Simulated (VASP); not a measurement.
# CdS (Greenockite) (P6_3mc) in VASP: notebook

CdS (Greenockite) is run at these levels: PBEsol; tasks: single point, relaxation of cell and atoms.

All numbers are computed with VASP 6.6.1; they aren't measurements. Logs are shortened: lines on timing, memory, paths and dates and some standing lists are left out, and cuts for length are marked.

## (1) The cell of the first run

Symmetry: P6_3mc, No. 186, hexagonal system. The conventional cell has a = 4.045 Å, b = 4.045 Å, c = 6.585 Å, α = 90.00°, β = 90.00°, γ = 120.00°. Within 3.3 Å of Cd (site symmetry 3m) lie 4 S at 2.47 to 2.48 Å. S (site symmetry 3m) has 4 Cd at 2.47 to 2.48 Å within 3.3 Å.

## (2) Single point, PBEsol, non-collinear spin, zero start, spin-orbit coupling

Input file INCAR:

```
PREC = Accurate
ENCUT = 520
EDIFF = 1E-6
ISMEAR = 0
SIGMA = 0.01
LREAL = F
LASPH = T
NELM = 150
ALGO = Normal
ISIF = 2
LWAVE = F
LCHARG = F
MAGMOM = 0 0 0 0 0 0 0 0 0 0 0 0
LORBIT = 11
LSORBIT = T
GGA_COMPAT = F
LORBMOM = T
GGA = PS
NBANDS = 50
```

Input file KPOINTS:

```
regular mesh
0
Gamma
  6 6 4
```

Input file POSCAR:

```
CdS
1.0
    4.0451725094      0.0000000000      0.0000000000
   -2.0225862547      3.5032221558      0.0000000000
    0.0000000000      0.0000000000      6.5854482898
Cd S
2 2
Direct
    0.3333333333      0.6666666667     -0.0006079221
    0.6666666667      0.3333333333      0.4993920779
    0.3333333333      0.6666666667      0.3756079221
    0.6666666667      0.3333333333      0.8756079221
```

Potentials or basis: VASP PAW PBE potentials, release 64 (Cd, S).

Launch:

```bash
$ cat potpaw_PBE.64/Cd/POTCAR potpaw_PBE.64/S/POTCAR > POTCAR
$ mpirun -np 1 vasp_ncl > vasp.out
```

OUTCAR:

```text
PREC = Accurate
   ENCUT = 520
   EDIFF = 1E-6
   ISMEAR = 0
   LREAL = F
   LASPH = T
   NELM = 150
   ISIF = 2
   LORBIT = 11
   LSORBIT = T
   GGA = PS

 ion  position               nearest neighbor table
   1  0.333  0.667  0.999-   4 2.47   4 2.47   4 2.47   3 2.48
   2  0.667  0.333  0.499-   3 2.47   3 2.47   3 2.47   4 2.48
   3  0.333  0.667  0.376-   2 2.47   2 2.47   2 2.47   1 2.48
   4  0.667  0.333  0.876-   1 2.47   1 2.47   1 2.47   2 2.48

  LATTYP: Found a hexagonal cell.
 ALAT       =     4.0451725094
 C/A-ratio  =     1.6279771195

  Lattice vectors:

 A1 = (   4.0451725094,   0.0000000000,   0.0000000000)
 A2 = (  -2.0225862547,   3.5032221558,   0.0000000000)
 A3 = (   0.0000000000,   0.0000000000,   6.5854482898)

Analysis of symmetry for initial positions (statically):
=====================================================================
 Subroutine PRICEL returns:
 Original cell was already a primitive cell.

 Routine SETGRP: Setting up the symmetry group for a
 hexagonal supercell.

 Subroutine GETGRP returns: Found 12 space group operations
 (whereof  6 operations were pure point group operations)
 out of a pool of 24 trial point group operations.

The static configuration has the point symmetry C_3v.
 The point group associated with its full space group is C_6v.

Analysis of symmetry for dynamics (positions and initial velocities):
=====================================================================
 Subroutine PRICEL returns:
 Original cell was already a primitive cell.

 Routine SETGRP: Setting up the symmetry group for a
 hexagonal supercell.

 Subroutine GETGRP returns: Found 12 space group operations
 (whereof  6 operations were pure point group operations)
 out of a pool of 24 trial point group operations.

The dynamic configuration has the point symmetry C_3v.
 The point group associated with its full space group is C_6v.

Analysis of structural, dynamic, and magnetic symmetry:
=====================================================================
 Subroutine PRICEL returns:
 Original cell was already a primitive cell.

 Routine SETGRP: Setting up the symmetry group for a
 hexagonal supercell.

 Subroutine GETGRP returns: Found 12 space group operations
 (whereof  6 operations were pure point group operations)
 out of a pool of 24 trial point group operations.

The overall configuration has the point symmetry C_3v.
 The point group associated with its full space group is C_6v.

 Subroutine INISYM returns: Found 12 space group operations
 (whereof  6 operations are pure point group operations),
 and found     1 'primitive' translations

----------------------------------------------------------------------------------------

                                     Primitive cell

  volume of cell :      93.3233

  direct lattice vectors                    reciprocal lattice vectors
     4.045172509  0.000000000  0.000000000     0.247208246  0.142725747  0.000000000
    -2.022586255  3.503222156  0.000000000     0.000000000  0.285451495  0.000000000
     0.000000000  0.000000000  6.585448290     0.000000000  0.000000000  0.151849951

  length of vectors
     4.045172509  4.045172509  6.585448290     0.285451495  0.285451495  0.151849951

  position of ions in fractional coordinates (direct lattice)
     0.333333333  0.666666667  0.999392078
     0.666666667  0.333333333  0.499392078
     0.333333333  0.666666667  0.375607922
     0.666666667  0.333333333  0.875607922

  ion indices of the primitive-cell ions
   primitive index   ion index
                 1           1
                 2           2
                 3           3
                 4           4

----------------------------------------------------------------------------------------

 KPOINTS: regular mesh

Automatic generation of k-mesh.
 Grid dimensions read from file:
 generate k-points for:    6    6    4

 Generating k-lattice:

[... 110 lines left out ...]
  free energy    TOTEN  =       -13.60943830 eV

  energy without entropy =      -13.60943830  energy(sigma->0) =      -13.60943830

 E-fermi :   1.8689     XC(G=0):  -9.6623

 val. band max:        1.7740432585   @ k =   0.0000   0.0000   0.0000
 cond. band min:       2.9833103882   @ k =   0.0000   0.0000   0.0000
 fundamental gap:      1.2092671297
 Fermi energy:         1.8688653846

 k-point     1 :       0.0000    0.0000    0.0000
  band No.  band energies     occupation
      1     -11.0323      1.00000
      2     -11.0323      1.00000
      3     -10.5261      1.00000
      4     -10.5261      1.00000
      5      -6.4593      1.00000
      6      -6.4593      1.00000
[... 1213 lines left out ...]
     47       9.2521      0.00000
     48       9.2521      0.00000

 [... further k-points ...]

 [bands above 48 left out]

------------------------ aborting loop because EDIFF is reached ----------------------------------------

  FORCE on cell =-STRESS in cart. coord.  units (eV):
  Direction    XX          YY          ZZ          XY          YZ          ZX
  --------------------------------------------------------------------------------------
  -------------------------------------------------------------------------------------
  Total        2.6031972      2.6031972      2.6165672      0.0000000      0.0000000      0.0000000
  in kB       44.6917720     44.6917719     44.9213097      0.0000000      0.0000000      0.0000000
  external PRESSURE =      44.7682845 kB  Pullay stress =       0.0000000 kB

 VOLUME and BASIS-vectors are now :
 -----------------------------------------------------------------------------
  energy-cutoff  :      520.00
  volume of cell :       93.32
      direct lattice vectors                 reciprocal lattice vectors
     4.045172509  0.000000000  0.000000000     0.247208246  0.142725747  0.000000000
    -2.022586255  3.503222156  0.000000000     0.000000000  0.285451495  0.000000000
     0.000000000  0.000000000  6.585448290     0.000000000  0.000000000  0.151849951

 POSITION                                       TOTAL-FORCE (eV/Angst)
 -----------------------------------------------------------------------------------
     -0.00000      2.33548      6.58144         0.000000      0.000000      0.000453
      2.02259      1.16774      3.28872        -0.000000     -0.000000      0.000453
     -0.00000      2.33548      2.47355         0.000000     -0.000000     -0.000453
      2.02259      1.16774      5.76627        -0.000000      0.000000     -0.000453
 -----------------------------------------------------------------------------------
    total drift:                               -0.000000      0.000000      0.000467

  FREE ENERGIE OF THE ION-ELECTRON SYSTEM (eV)
  ---------------------------------------------------
  free  energy   TOTEN  =       -13.6094382981 eV

  energy  without entropy=      -13.6094382981  energy(sigma->0) =      -13.60943830

 orbital moment (x)

 # of ion     p       d       tot
 ----------------------------------------
  1         0.000  -0.000  -0.000
  2         0.000   0.000   0.000
  3        -0.000   0.000  -0.000
  4         0.000   0.000   0.000
 ----------------------------------------
           -0.000  -0.000  -0.000

 orbital moment (y)

 # of ion     p       d       tot
 ----------------------------------------
  1         0.000  -0.000  -0.000
  2        -0.000   0.000   0.000
  3         0.000   0.000   0.000
  4        -0.000   0.000  -0.000
 ----------------------------------------
           -0.000   0.000   0.000

 orbital moment (z)

 # of ion     p       d       tot
 ----------------------------------------
  1         0.000  -0.000  -0.000
  2         0.000  -0.000  -0.000
  3         0.000   0.000   0.000
  4         0.000   0.000   0.000
 ----------------------------------------
            0.000  -0.000  -0.000

 Spin-Orbit-Coupling matrix elements

 Ion:    1  E_soc:     -0.0591978
 l=   1
     0.0000000    -0.0027475    -0.0027667
    -0.0027475     0.0000000    -0.0027475
    -0.0027667    -0.0027475     0.0000000
 l=   2
     0.0000000    -0.0014137     0.0000000    -0.0014137    -0.0057178
    -0.0014137     0.0000000    -0.0042828    -0.0013988    -0.0014137
     0.0000000    -0.0042828     0.0000000    -0.0042828     0.0000000
    -0.0014137    -0.0013988    -0.0042828     0.0000000    -0.0014137
    -0.0057178    -0.0014137     0.0000000    -0.0014137     0.0000000
 l=   3
     0.0000000     0.0000000     0.0000000     0.0000000     0.0000000     0.0000000     0.0000000
     0.0000000     0.0000000     0.0000000     0.0000000     0.0000000     0.0000000     0.0000000
     0.0000000     0.0000000     0.0000000     0.0000000     0.0000000     0.0000000     0.0000000
     0.0000000     0.0000000     0.0000000     0.0000000     0.0000000     0.0000000     0.0000000
[... 49 lines left out ...]
 l=   2
     0.0000000     0.0000000     0.0000000     0.0000000     0.0000000
     0.0000000     0.0000000     0.0000000     0.0000000     0.0000000
     0.0000000     0.0000000     0.0000000     0.0000000     0.0000000
     0.0000000     0.0000000     0.0000000     0.0000000     0.0000000
     0.0000000     0.0000000     0.0000000     0.0000000     0.0000000
 l=   3
     0.0000000     0.0000000     0.0000000     0.0000000     0.0000000     0.0000000     0.0000000
     0.0000000     0.0000000     0.0000000     0.0000000     0.0000000     0.0000000     0.0000000
     0.0000000     0.0000000     0.0000000     0.0000000     0.0000000     0.0000000     0.0000000
     0.0000000     0.0000000     0.0000000     0.0000000     0.0000000     0.0000000     0.0000000
     0.0000000     0.0000000     0.0000000     0.0000000     0.0000000     0.0000000     0.0000000
     0.0000000     0.0000000     0.0000000     0.0000000     0.0000000     0.0000000     0.0000000
     0.0000000     0.0000000     0.0000000     0.0000000     0.0000000     0.0000000     0.0000000

 total charge

# of ion       s       p       d       tot
------------------------------------------
    1        0.443   0.372   9.562  10.376
    2        0.443   0.372   9.562  10.376
    3        1.315   2.406   0.000   3.721
    4        1.315   2.406   0.000   3.721
--------------------------------------------------
tot          3.516   5.555  19.124  28.195

 magnetization (x)

# of ion       s       p       d       tot
------------------------------------------
    1        0.000   0.000   0.000   0.000
    2       -0.000   0.000  -0.000  -0.000
    3        0.000   0.000   0.000   0.000
    4        0.000   0.000   0.000   0.000
--------------------------------------------------
tot         -0.000   0.000  -0.000   0.000

 magnetization (y)

# of ion       s       p       d       tot
------------------------------------------
    1        0.000   0.000   0.000   0.000
    2        0.000   0.000   0.000   0.000
    3        0.000   0.000   0.000   0.000
    4        0.000   0.000   0.000   0.000
--------------------------------------------------
tot          0.000   0.000   0.000   0.000

 magnetization (z)

# of ion       s       p       d       tot
------------------------------------------
    1       -0.000   0.000  -0.000  -0.000
    2        0.000  -0.000  -0.000  -0.000
    3        0.000  -0.000   0.000  -0.000
    4       -0.000  -0.000   0.000  -0.000
--------------------------------------------------
tot          0.000  -0.000  -0.000  -0.000
```

Wall time 2.6 min (1 thread of Intel Xeon 6975P-C (Granite Rapids), shared host); peak memory 0.46 GiB.

Results:

- Free energy: -13.6094 eV
- Pressure: 4.5 GPa
- Net moment: 0.00 μB per cell
- Valence electrons inside the program's atomic spheres: Cd 10.38; S 3.72

Moments on the atoms (μB; x, y, z):
```
Cd  0.00 0.00 0.00
Cd  0.00 0.00 0.00
S   0.00 0.00 0.00
S   0.00 0.00 0.00
```

Caveat: the PAW data sets were made with another functional, which shifts forces and pressure a little.

## (3) Relaxation of cell and atoms, PBEsol

This run uses another cell than the first one, of 25.12 Å³/atom, 1.077 times its volume.

Input file INCAR:

```
SYSTEM = CdS
ALGO = Normal
EDIFF = 1E-7
EDIFFG = -0.002
ENCUT = 600
GGA = PS
IBRION = 2
ISIF = 3
ISMEAR = -1
LASPH = .True.
LCHARG = .False.
LREAL = .False.
LWAVE = .False.
NELM = 100
NSW = 100
PREC = Accurate
SIGMA = 0.08
```

Input file KPOINTS:

```
k-points
0
Gamma
  10 10 6
  0 0 0
```

Input file POSCAR:

```
CdS
1.0
    4.1500000000      0.0000000000      0.0000000000
   -2.0750000000      3.5940054257      0.0000000000
    0.0000000000      0.0000000000      6.7370000000
Cd S
2 2
Direct
    0.3333333333      0.6666666667      0.0000000000
    0.6666666667      0.3333333333      0.5000000000
    0.3333333333      0.6666666667      0.3750000000
    0.6666666667      0.3333333333      0.8750000000
```

Potentials or basis: VASP PAW PBE potentials, release 64 (Cd, S).

Launch:

```bash
$ cat potpaw_PBE.64/Cd/POTCAR potpaw_PBE.64/S/POTCAR > POTCAR
$ mpirun -np 1 vasp_std > vasp.out
```

It took 6.2 min on 1 thread of Intel Xeon 6975P-C (Granite Rapids), shared host; peak memory 0.34 GiB.

The run converged. Its results:

```
Free energy                            : -13.6346 eV
Relaxed volume                         : 24.85 Å³/atom
Relaxed cell                           : a = 4.132 Å, b = 4.132 Å, c = 6.724 Å, α = 90.00°, β = 90.00°, γ = 120.00°
Space group after relaxing (to 0.05 Å) : P6_3mc (No. 186)
Energy gained by relaxing              : 0.8 meV/atom
Ionic steps                            : 11
Pressure after relaxing                : 0.0 GPa
Band gap on the k mesh                 : 1.08 eV, direct
```

The path:
```tsv
step	energy change (eV)	largest force (eV/Å)	pressure (GPa)	volume (Å³)
1	0.0000	0.0671	-0.63	100.48
2	-0.0029	0.0009	0.22	99.05
3	-0.0031	0.0150	0.03	99.35
4	-0.0031	0.0139	0.05	99.33
5	-0.0031	0.0029	0.01	99.39
6	-0.0031	0.0025	0.01	99.39
7	-0.0031	0.0038	-0.01	99.42
8	-0.0031	0.0050	-0.03	99.46
9	-0.0031	0.0048	-0.02	99.44
10	-0.0031	0.0041	0.00	99.41
11	-0.0031	0.0011	0.00	99.41
```

Final structure:
```yaml
crystal:
  lattice:
    - [4.13163, 0.00000, 0.00000]
    - [-2.06581, 3.57809, 0.00000]
    - [0.00000, 0.00000, 6.72439]
  atoms:
    - { symbol: Cd, position: [0.33333, 0.66667, 0.99928] }
    - { symbol: Cd, position: [0.66667, 0.33333, 0.49928] }
    - { symbol: S, position: [0.33333, 0.66667, 0.37572] }
    - { symbol: S, position: [0.66667, 0.33333, 0.87572] }
```

Levels at points of the mesh, in eV from the valence-band top:
```tsv
k point	band 15	band 16	band 17	band 18	band 19	band 20	band 21	band 22
(0.00, 0.00, 0.00)	-0.77	-0.05	0.00	0.00	1.08	2.68	6.38	6.38
(0.50, 0.00, 0.00)	-2.71	-1.91	-1.33	-0.77	3.63	3.76	4.97	6.31
(0.00, 0.00, 0.50)	-0.40	-0.40	-0.40	-0.40	2.75	2.75	6.07	6.07
(0.50, 0.00, 0.50)	-1.37	-1.37	-1.36	-1.36	3.35	3.35	5.27	5.27
```

Caveat: the PAW data sets were made with another functional, which shifts forces and pressure a little.
